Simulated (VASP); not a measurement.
Write the native input for VASP 6.6.1 that does the following.

```
Task                   : single point
Functional             : PBEsol
Potentials or basis    : VASP PAW PBE potentials, release 64 (Al, Ni)
Cutoff                 : 520 eV
k mesh                 : 12 × 12 × 10
Occupations            : gaussian, width 0.15 eV
Spin                   : no spin polarisation
Dipole correction      : no
Further INCAR settings : ALGO = Fast; EDIFF = 1e-07; NBANDS = 22
```

The structure of Al3Ni2 lies in POSCAR:

```
Al3Ni2
1.0
    4.2032966255      0.0000000000      0.0000000000
   -2.1016483127      3.6401616573      0.0000000000
    0.0000000000      0.0000000000      4.8594646107
Al Ni
3 2
Direct
    0.0000000000      0.0000000000      0.0000000000
    0.3333333333      0.6666666667      0.6477829059
    0.6666666667      0.3333333333      0.3522170941
    0.3333333333      0.6666666667      0.1455709067
    0.6666666667      0.3333333333      0.8544290933
```

This cell differs from its parent crystal: strain +0.050 along x and y, +0.000 along z.

One way to write it, as run:

INCAR

```
  ALGO = Fast
  EDIFF = 1E-7
  ENCUT = 520
  GGA = PS
  ISIF = 2
  ISMEAR = 0
  LASPH = T
  LCHARG = T
  LELF = T
  LREAL = F
  LVHAR = T
  LWAVE = F
  NBANDS = 22
  NELM = 60
  PREC = Accurate
  SIGMA = 0.15
```

KPOINTS

```
k-points
0
Gamma
  12 12 10
```

Potentials or basis: VASP PAW PBE potentials, release 64 (Al, Ni).

Command:

```sh
$ cat potpaw_PBE.64/Al/POTCAR potpaw_PBE.64/Ni/POTCAR > POTCAR
$ mpirun -np 1 vasp_std > vasp.out
```

Results of the run:

```json
{"Pressure": "-10.4 GPa", "Largest force": "0.136 eV/Å", "Band gap on the k mesh": "zero (an odd number of electrons rules out a gap without spin polarisation)"}
```

Caveat: the cell differs from its parent crystal (strain +0.050 along x and y, +0.000 along z); the stress differs along the axes, from -13 to -5 GPa; the PAW data sets were made with another functional, which shifts forces and pressure a little.

Wall time 4.1 min on 1 thread of Intel(R) Xeon(R) Platinum 8259CL CPU @ 2.50GHz (Skylake/Cascade Lake), on a shared host, peak memory 0.35 GiB.
